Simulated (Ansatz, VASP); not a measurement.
**SnSe2: VASP beside Ansatz**

The input INCAR:

```
ALGO = Normal ; EDIFF = 1E-6
ENCUT = 520 ; GGA = PE
ISIF = 2 ; ISMEAR = 1
LASPH = True ; LCHARG = False
LREAL = False ; LWAVE = False
NBANDS = 20 ; NELM = 80
PREC = Accurate ; SIGMA = 0.109
```

The input KPOINTS:

```
k-points
0
Gamma
  5 5 3
```

The input POSCAR:

```
SnSe2
1.0
    1.9054990000      3.3004190000      0.0000000000
   -1.9054990000      3.3004190000      0.0000000000
    0.0000000000      0.0000000000      6.1359980000
Sn Se
1 2
Direct
    0.0000000000      0.0000000000      0.0000000000
    0.3333000000      0.3334000000      0.2490000000
    0.6667000000      0.6666000000      0.7510000000
```

Input for Ansatz:

```yaml
crystal:
  lattice:
    - [1.905499, 3.300419, 0.0]
    - [-1.905499, 3.300419, 0.0]
    - [0.0, 0.0, 6.135998]
  atoms:
    - { symbol: Sn, position: [0.0, 0.0, 0.0] }
    - { symbol: Se, position: [0.3333, 0.3334, 0.249] }
    - { symbol: Se, position: [0.6667, 0.6666, 0.751] }
  symmetry: { tolerance: 0.0003 }
kpoints:
  mp_grid: { grid: [5, 5, 3], shift: [0, 0, 0] }
magnetization:
  spin_polarized: false
scf:
  occupations: { method: cold, width: 0.2973 }
  mixing: { algorithm: anderson, beta: 0.5, ndim: 8 }
  n_extra_bands: 2
  lower_state_search: light
hamiltonian:
  pseudopotentials: { kind: paw }
  xc: pbe
basis:
  ecutwfc: 420
output:
  forces: true
  stress: true
  eigenvalues: true
```

Alike in both runs: task single point; functional PBE; k mesh 5 × 5 × 3; no spin polarisation.

|  | VASP | Ansatz |
| --- | --- | --- |
| version | VASP 6.6.1 | Ansatz 0.2.0 |
| potentials or method | VASP PAW PBE potentials, release 64 (Sn_d, Se), cutoff 520 eV | PAW plane waves |
| occupations | methfessel-paxton of order 1, width 0.109 eV | cold, width 0.2973 eV |
| valence electrons in the cell | 26 | 46 |

|  | VASP | Ansatz | Ansatz less VASP |
| --- | --- | --- | --- |
| gap on the k mesh at the Fermi level (eV) | 0.79 | 0.80 | +0.006 |
| pressure (GPa) | 5.7 | 5.7 | -0.08 |
| traceless stress, the component that is largest in VASP (GPa) | 0.64 | 0.77 | +0.136 |
| rms of the force components (eV/Å) | 0.354 | 0.351 | -0.0030 |

Atom by atom the forces differ by 0.003 eV/Å (rms over components). VASP's potentials hold 26 valence electrons a cell and Ansatz's 46, so a difference there can come from the potentials and not from the codes. Ansatz's warnings: structure snapped to symmetry.
